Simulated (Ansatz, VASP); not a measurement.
## One calculation of Sn, two programs

```
Sn
1.0
    -1.68338    1.73116    2.27988
     1.68338   -1.73116    2.27988
     1.68338    1.73116   -2.27988
Sn
1
Direct
  0.00000 0.00000 0.00000
```

Change from the starting cell: strain -0.025 along x and y, -0.025 along z, atoms carried along.

Alike in both runs: task single point; functional PBEsol; k mesh 20 × 20 × 20; occupations gaussian, width 0.15 eV; no spin polarisation.

|  | VASP | Ansatz |
| --- | --- | --- |
| version | VASP 6.6.1 | Ansatz 0.2.0 |
| potentials or method | VASP PAW PBE potentials, release 64 (Sn_d), cutoff 520 eV | scalar-relativistic, plane waves, PAW |
| valence electrons in the cell | 14 | 14 |

|  | VASP | Ansatz | Ansatz less VASP |
| --- | --- | --- | --- |
| gap on the k mesh at the Fermi level (eV) | none | none | - |
| pressure (GPa) | -0.1 | -0.1 | +0.03 |
| traceless stress, the component that is largest in VASP (GPa) | 0.70 | 0.70 | -0.001 |

VASP's potentials were made for PBE, not for PBEsol. A gap of «none» marks a metal or a gap that the smearing closes.
